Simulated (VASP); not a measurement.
Write the native input for VASP 6.6.1 that does the following.

```yaml
Task: single point
Functional: PBEsol
Potentials_or_basis: VASP PAW PBE potentials, release 64 (Ge_d, Si)
Cutoff: 500 eV
k_mesh: 4 × 4 × 4
Occupations: gaussian, width 0.1 eV
Spin: no spin polarisation
Dipole_correction: no
Further_INCAR_settings: ALGO = Normal; EDIFF = 1e-06; NBANDS = 66
```

The structure of Si3Ge lies in POSCAR:

```
Si3Ge
1.0
    0.0000000000      5.4847950000      5.4847950000
    5.4847950000      0.0000000000      5.4847950000
    5.4847950000      5.4847950000      0.0000000000
Ge Si
4 12
Direct
    0.3750000000      0.3750000000      0.3750000000
    0.3750000000      0.3750000000      0.8750000000
    0.3750000000      0.8750000000      0.3750000000
    0.2500000000      0.2500000000      0.7500000000
    0.3750000000      0.8750000000      0.8750000000
    0.8750000000      0.3750000000      0.3750000000
    0.8750000000      0.3750000000      0.8750000000
    0.8750000000      0.8750000000      0.3750000000
    0.8750000000      0.8750000000      0.8750000000
    0.2500000000      0.2500000000      0.2500000000
    0.2500000000      0.7500000000      0.2500000000
    0.2500000000      0.7500000000      0.7500000000
    0.7500000000      0.2500000000      0.2500000000
    0.7500000000      0.2500000000      0.7500000000
    0.7500000000      0.7500000000      0.2500000000
    0.7500000000      0.7500000000      0.7500000000
```

These files were run (other wordings do the same):

INCAR

```
SYSTEM = Si3Ge
PREC = Accurate ; ENCUT = 500
EDIFF = 1E-6 ; ISMEAR = 0
SIGMA = 0.1 ; LREAL = .FALSE.
LASPH = .TRUE. ; NELM = 120
ALGO = Normal ; ISIF = 2
LWAVE = .FALSE. ; LCHARG = .FALSE.
GGA = PS ; NBANDS = 66
GGA_COMPAT = .FALSE.
```

KPOINTS

```
regular mesh
0
G
  4 4 4
  0 0 0
```

Potentials or basis: VASP PAW PBE potentials, release 64 (Ge_d, Si).

Run with:

```sh
$ cat potpaw_PBE.64/Ge_d/POTCAR potpaw_PBE.64/Si/POTCAR > POTCAR
$ mpirun -np 1 vasp_std > vasp.out
```

Results of the run:

- Pressure: 0.1 GPa
- Largest force: 0.533 eV/Å
- Band gap on the k mesh: 0.48 eV

Caveat: the PAW data sets were made with another functional, which shifts forces and pressure a little.

Wall time 11 min on 1 thread of Oxide Virtual Turin-like Processor (shared host), peak memory 0.68 GiB.
